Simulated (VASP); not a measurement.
# Rh (P6_3/mmc) in VASP: a series of runs

The runs below take Rh through single point, with PBEsol.

All numbers are computed with VASP 6.6.1; they aren't measurements. Logs are shortened: lines on timing, memory, paths and dates and some standing lists are left out, and cuts for length are marked.

## 1. The cell of the first run

It takes space group P6_3/mmc (No. 194, hexagonal). The conventional cell has a = 2.729 Å, b = 2.729 Å, c = 9.193 Å, α = 90.00°, β = 90.00°, γ = 120.00°. Rh (site symmetry -3m) has 12 Rh at 2.73 to 2.79 Å within 3.6 Å. Rh (site symmetry -6m2) has 12 Rh at 2.73 to 2.79 Å within 3.6 Å.

This isn't the form of Rh at room conditions, which is fcc.

## 2. Single point, PBEsol

INCAR reads:

```
ALGO = Fast ; EDIFF = 1E-6
ENCUT = 520 ; GGA = PS
ISIF = 2 ; ISMEAR = 0
LASPH = T ; LCHARG = F
LREAL = F ; LWAVE = F
NBANDS = 38 ; NELM = 100
PREC = Accurate ; SIGMA = 0.15
```

KPOINTS reads:

```
k-points
0
Gamma
  18 18 6
```

POSCAR reads:

```
Rh
1.0
    2.7291000000      0.0000000000      0.0000000000
   -1.3645500000      2.3634699295      0.0000000000
    0.0000000000      0.0000000000      9.1930000000
Rh
4
Direct
    0.0000000000      0.0000000000      0.0000000000
    0.3333333333      0.6666666667      0.2500000000
    0.0000000000      0.0000000000      0.5000000000
    0.6666666667      0.3333333333      0.7500000000
```

Potentials or basis: VASP PAW PBE potentials, release 64 (Rh_pv).

Command:

```sh
cat potpaw_PBE.64/Rh_pv/POTCAR > POTCAR
mpirun -np 1 vasp_std > vasp.out
```

OUTCAR:

```text
EDIFF = 1E-6
   ENCUT = 520
   GGA = PS
   ISIF = 2
   ISMEAR = 0
   LASPH = T
   LREAL = F
   NELM = 100
   PREC = Accurate

 ion  position               nearest neighbor table
   1  0.000  0.000  0.000-   2 2.79   4 2.79   4 2.79   2 2.79   4 2.79   2 2.79
   2  0.333  0.667  0.250-   1 2.79   3 2.79   1 2.79   3 2.79   1 2.79   3 2.79
   3  0.000  0.000  0.500-   2 2.79   4 2.79   4 2.79   2 2.79   4 2.79   2 2.79
   4  0.667  0.333  0.750-   1 2.79   3 2.79   1 2.79   3 2.79   1 2.79   3 2.79

  LATTYP: Found a hexagonal cell.
 ALAT       =     2.7291000000
 C/A-ratio  =     3.3685097651

  Lattice vectors:

 A1 = (   2.7291000000,   0.0000000000,   0.0000000000)
 A2 = (  -1.3645500000,   2.3634699295,   0.0000000000)
 A3 = (   0.0000000000,   0.0000000000,   9.1930000000)

Analysis of symmetry for initial positions (statically):
=====================================================================
 Subroutine PRICEL returns:
 Original cell was already a primitive cell.

 Routine SETGRP: Setting up the symmetry group for a
 hexagonal supercell.

 Subroutine GETGRP returns: Found 24 space group operations
 (whereof 12 operations were pure point group operations)
 out of a pool of 24 trial point group operations.

The static configuration has the point symmetry D_3d.
 The point group associated with its full space group is D_6h.

Analysis of symmetry for dynamics (positions and initial velocities):
=====================================================================
 Subroutine PRICEL returns:
 Original cell was already a primitive cell.

 Routine SETGRP: Setting up the symmetry group for a
 hexagonal supercell.

 Subroutine GETGRP returns: Found 24 space group operations
 (whereof 12 operations were pure point group operations)
 out of a pool of 24 trial point group operations.

The dynamic configuration has the point symmetry D_3d.
 The point group associated with its full space group is D_6h.

 Subroutine INISYM returns: Found 24 space group operations
 (whereof 12 operations are pure point group operations),
 and found     1 'primitive' translations

----------------------------------------------------------------------------------------

                                     Primitive cell

  volume of cell :      59.2962

  direct lattice vectors                    reciprocal lattice vectors
     2.729100000  0.000000000  0.000000000     0.366421164  0.211553358  0.000000000
    -1.364550000  2.363469929  0.000000000     0.000000000  0.423106716  0.000000000
     0.000000000  0.000000000  9.193000000     0.000000000  0.000000000  0.108778418

  length of vectors
     2.729100000  2.729100000  9.193000000     0.423106716  0.423106716  0.108778418

  position of ions in fractional coordinates (direct lattice)
     0.000000000  0.000000000  0.000000000
     0.333333333  0.666666667  0.250000000
     0.000000000  0.000000000  0.500000000
     0.666666667  0.333333333  0.750000000

  ion indices of the primitive-cell ions
   primitive index   ion index
                 1           1
                 2           2
                 3           3
                 4           4

----------------------------------------------------------------------------------------

 KPOINTS: k-points

Automatic generation of k-mesh.
 Grid dimensions read from file:
 generate k-points for:   18   18    6

 Generating k-lattice:

  Cartesian coordinates                     Fractional coordinates (reciprocal lattice)
     0.020356731  0.011752964  0.000000000     0.055555556  0.000000000  0.000000000
     0.000000000  0.023505929  0.000000000     0.000000000  0.055555556  0.000000000
     0.000000000  0.000000000  0.018129736     0.000000000  0.000000000  0.166666667

  Length of vectors
     0.023505929  0.023505929  0.018129736

  Shift w.r.t. Gamma in fractional coordinates (k-lattice)
     0.000000000  0.000000000  0.000000000

 Subroutine IBZKPT returns following result:
 ===========================================

 Found    148 irreducible k-points:

 Following reciprocal coordinates:
            Coordinates               Weight
  0.000000  0.000000  0.000000      1.000000
  0.055556 -0.000000  0.000000      6.000000
  0.111111 -0.000000  0.000000      6.000000
  0.166667 -0.000000  0.000000      6.000000
  0.222222  0.000000  0.000000      6.000000
  0.277778  0.000000  0.000000      6.000000
[... 16 lines left out ...]
  0.333333  0.111111  0.000000     12.000000
  0.388889  0.111111  0.000000     12.000000
 [... further k-points ...]
   k-points           NKPTS =    148   k-points in BZ     NKDIM =    148   number of bands    NBANDS=     38
   number of dos      NEDOS =    301   number of ions     NIONS =      4
   total plane-waves  NPLWV =  28000
   dimension x,y,z NGX =    20 NGY =   20 NGZ =   70
   dimension x,y,z NGXF=    40 NGYF=   40 NGZF=  140
   ions per type =               4
   NGX,Y,Z   is equivalent  to a cutoff of  12.18, 12.18, 12.66 a.u.
   NGXF,Y,Z  is equivalent  to a cutoff of  24.37, 24.37, 25.32 a.u.
 SYSTEM =  unknown system
   PREC   = accura    normal or accurate (medium, high low for compatibility)
   ISTART =      0    job   : 0-new  1-cont  2-samecut
   ICHARG =      2    charge: 1-file 2-atom 10-const
   ISPIN  =      1    spin polarized calculation?
   LNONCOLLINEAR =      F non collinear calculations
   LSORBIT =      F    spin-orbit coupling
   LASPH  =      T    aspherical Exc in radial PAW
   ENCUT  =  520.0 eV  38.22 Ry    6.18 a.u.   5.07  5.07 17.09*2*pi/ulx,y,z
   NELM   =    100;   NELMIN=  2; NELMDL= -5     # of ELM steps
   EDIFF  = 0.1E-05   stopping-criterion for ELM
   LREAL  =      F    real-space projection
   EDIFFG = 0.1E-04   stopping-criterion for IOM
   NSW    =      0    number of steps for IOM
   IBRION =     -1    ionic relax: 0-MD 1-quasi-New 2-CG
   NFREE  =      0    steps in history (QN), initial steepest desc. (CG)
   ISIF   =      2    stress and relaxation
   ISYM   =      2    0-nonsym 1-usesym 2-fastsym
   POTIM  = 0.5000    time-step for ionic-motion
   TEBEG  =    0.0;   TEEND  =   0.0 temperature during run
   PSTRESS=    0.0 pullay stress
   NELECT =      60.0000    total number of electrons
   NUPDOWN=      -1.0000    fix difference up-down
   EMIN   =  10.00;   EMAX   =-10.00  energy-range for DOS
   EFERMI =   0.00;   METHOD = LEGACY
   ISMEAR =     0;   SIGMA  =   0.15  broadening in eV -4-tet -1-fermi 0-gaus
   EFERMI_NEDOS =   21; number of points for ismear=-14 and -15
   IALGO  =     68    algorithm
   IMIX   =      4    mixing-type and parameters
     AMIX     =   0.40;   BMIX     =  1.00
     AMIX_MAG =   1.60;   BMIX_MAG =  1.00
  volume/ion in A,a.u.               =      14.82       100.04
  Fermi-wavevector in a.u.,A,eV,Ry     =   1.643550  3.105860 36.752838  2.701257
  Thomas-Fermi vector in A             =   2.733666
   LORBIT       =      0    0 simple, 1 ext, 2 COOP (PROOUT), +10 PAW based schemes
   GGA     = PS    functional components
   LHFCALC =     F    Hartree Fock is set to
   AEXX    =    0.0000 exact exchange contribution
   IVDW    =     0    specifies the selected vdW correction
   LEPSILON=     F    determine dielectric tensor
   LRPA    =     F    only Hartree local field effects (RPA)
 non-spin polarized calculation
 RMM-DIIS sequential band-by-band and
 Gauss-broadening in eV      SIGMA  =   0.15
  energy-cutoff  :      520.00
  volume of cell :       59.30
 maximum number of plane-waves:      1617
   NGX = 11   NGY = 11   NGZ = 35

 number of electron      59.9999986 magnetization

 Free energy of the ion-electron system (eV)
  ---------------------------------------------------
  ext. energy  EPLUGINS =         0.00000000
  ---------------------------------------------------
  free energy    TOTEN  =       -32.09432083 eV

  energy without entropy =      -32.02203237  energy(sigma->0) =      -32.05817660

 E-fermi :  10.4401     XC(G=0): -13.7366

 val. band max:       10.4365296892   @ k =   0.2222   0.0556   0.3333
 cond. band min:      10.4404676905   @ k =   0.3333   0.0556   0.0000
 fundamental gap:      0.0039380013
 Fermi energy:        10.4401477183

 k-point     1 :       0.0000    0.0000    0.0000
  band No.  band energies     occupation
      1     -36.2951      2.00000
      2     -36.0420      2.00000
      3     -36.0353      2.00000
      4     -35.8419      2.00000
      5     -35.8419      2.00000
      6     -35.8151      2.00000
[... 30 lines left out ...]
     37      17.8113      0.00000
     38      24.1119      0.00000

 k-point     2 :       0.0556   -0.0000    0.0000
  band No.  band energies     occupation
      1     -36.2897      2.00000
      2     -36.0427      2.00000
      3     -36.0362      2.00000
      4     -35.8564      2.00000
      5     -35.8463      2.00000
      6     -35.8270      2.00000
[... 30 lines left out ...]
     37      17.8002      0.00000
     38      24.2055      0.00000

 k-point     3 :       0.1111   -0.0000    0.0000
  band No.  band energies     occupation
      1     -36.2738      2.00000
      2     -36.0464      2.00000
      3     -36.0413      2.00000
      4     -35.8975      2.00000
      5     -35.8599      2.00000
      6     -35.8589      2.00000
[... 30 lines left out ...]
     37      17.7728      0.00000
     38      24.4462      0.00000

 k-point     4 :       0.1667   -0.0000    0.0000
  band No.  band energies     occupation
      1     -36.2486      2.00000
      2     -36.0600      2.00000
      3     -36.0594      2.00000
      4     -35.9587      2.00000
      5     -35.9107      2.00000
      6     -35.8881      2.00000
[... 30 lines left out ...]
     37      17.7461      0.00000
     38      24.7612      0.00000
[... 703 lines left out ...]
      4     -36.1539      2.00000
      5     -36.1199      2.00000
      6     -35.9768      2.00000
[... 30 lines left out ...]
     37      18.2319      0.00000
     38      20.7775      0.00000

 k-point    23 :       0.3333    0.1111    0.0000
  band No.  band energies     occupation
      1     -36.2904      2.00000
      2     -36.2697      2.00000
      3     -36.2285      2.00000
      4     -36.2041      2.00000
      5     -36.0799      2.00000
      6     -35.9948      2.00000
[... 30 lines left out ...]
     37      19.1559      0.00000
     38      19.5559      0.00000

 k-point    24 :       0.3889    0.1111    0.0000
  band No.  band energies     occupation
      1     -36.3255      2.00000
      2     -36.3016      2.00000
      3     -36.2633      2.00000
      4     -36.2360      2.00000
      5     -36.0423      2.00000
      6     -36.0079      2.00000
[... 30 lines left out ...]
     37      19.2393      0.00000
     38      19.3038      0.00000

 [... further k-points ...]

------------------------ aborting loop because EDIFF is reached ----------------------------------------

  FORCE on cell =-STRESS in cart. coord.  units (eV):
  Direction    XX          YY          ZZ          XY          YZ          ZX
  --------------------------------------------------------------------------------------
  -------------------------------------------------------------------------------------
  Total       -6.7283181     -6.7283181     -9.7989711      0.0000000      0.0000000      0.0000000
  in kB     -181.7985045   -181.7985045   -264.7672510      0.0000000      0.0000000      0.0000000
  external PRESSURE =    -209.4547534 kB  Pullay stress =       0.0000000 kB

 VOLUME and BASIS-vectors are now :
 -----------------------------------------------------------------------------
  energy-cutoff  :      520.00
  volume of cell :       59.30
      direct lattice vectors                 reciprocal lattice vectors
     2.729100000  0.000000000  0.000000000     0.366421164  0.211553358  0.000000000
    -1.364550000  2.363469929  0.000000000     0.000000000  0.423106716  0.000000000
     0.000000000  0.000000000  9.193000000     0.000000000  0.000000000  0.108778418

 POSITION                                       TOTAL-FORCE (eV/Angst)
 -----------------------------------------------------------------------------------
      0.00000      0.00000      0.00000        -0.000000     -0.000000     -0.000000
     -0.00000      1.57565      2.29825        -0.000000      0.000000     -0.000000
      0.00000      0.00000      4.59650        -0.000000     -0.000000     -0.000000
      1.36455      0.78782      6.89475         0.000000     -0.000000      0.000000
 -----------------------------------------------------------------------------------
    total drift:                                0.000000     -0.000000      0.000000

  FREE ENERGIE OF THE ION-ELECTRON SYSTEM (eV)
  ---------------------------------------------------
  free  energy   TOTEN  =       -32.0943208289 eV

  energy  without entropy=      -32.0220323714  energy(sigma->0) =      -32.05817660
```

Wall time 6.5 min (1 thread of Intel Xeon 8259CL, shared host); peak memory 0.33 GiB.

What came out:

| Property | Result |
| --- | --- |
| Free energy | -32.0943 eV |
| Pressure | -20.9 GPa |
| Band gap on the k mesh | zero (bands 30 and 31 overlap by 1.78 eV) |

Caveat: the cell stands under tension; the PAW data sets were made with another functional, which shifts forces and pressure a little.

## 3. Single point, PBEsol

This run uses another cell than the first one, of 14.90 Å³/atom.

INCAR reads:

```
ALGO     = Fast           # electronic algorithm
EDIFF    = 1E-7           # SCF threshold, eV
ENCUT    = 520            # plane-wave cutoff, eV
GGA      = PS             # functional
ISIF     = 2              # what is computed and relaxed
ISMEAR   = 0              # smearing method
LASPH    = True           # aspherical terms in the spheres
LCHARG   = False          # write CHGCAR
LREAL    = False          # projectors in reciprocal space
LWAVE    = False          # write WAVECAR
NBANDS   = 38             # bands
NELM     = 60             # most SCF steps
PREC     = Accurate       # precision mode
SIGMA    = 0.15           # smearing width, eV
```

KPOINTS is that of step 2.

POSCAR reads:

```
Rh
1.0
    2.7023000000      0.0000000000      0.0000000000
   -1.3511500000      2.3402604486      0.0000000000
    0.0000000000      0.0000000000      9.4257000000
Rh
4
Direct
    0.0000000000      0.0000000000      0.0000000000
    0.3333333333      0.6666666667      0.2500000000
    0.0000000000      0.0000000000      0.5000000000
    0.6666666667      0.3333333333      0.7500000000
```

Potentials or basis: VASP PAW PBE potentials, release 64 (Rh_pv).

Command:

```sh
cat potpaw_PBE.64/Rh_pv/POTCAR > POTCAR
mpirun -np 1 vasp_std > vasp.out
```

Wall time 7.7 min (1 thread of Intel Xeon 8259CL, shared host); peak memory 0.34 GiB.

Results (log left out):

```
Free energy            : -31.9453 eV
Pressure               : -20.9 GPa
Band gap on the k mesh : zero (bands 30 and 31 overlap by 1.84 eV)
```

Stress tensor (GPa, compression positive):
```
-15.33   0.00   0.00
  0.00 -15.33   0.00
  0.00   0.00 -32.05
```

Levels at points of the mesh, in eV from the Fermi level:
```csv
k point,band 26,band 27,band 28,band 29,band 30,band 31,band 32,band 33,band 34,band 35
"(0.00, 0.00, 0.00)",-2.37,-2.37,-1.00,-1.00,-0.50,-0.50,-0.25,-0.25,0.18,0.34
"(0.50, 0.00, 0.00)",0.41,0.41,0.71,0.77,0.84,0.87,0.93,1.41,2.28,4.08
"(0.00, 0.00, 0.50)",-2.47,-1.39,-1.39,-0.80,-0.80,-0.80,-0.80,0.11,0.11,0.11
"(0.50, 0.00, 0.50)",-0.84,-0.10,-0.10,0.79,0.79,0.91,0.91,2.74,2.74,4.03
```

Caveat: the cell stands under tension; the PAW data sets were made with another functional, which shifts forces and pressure a little.
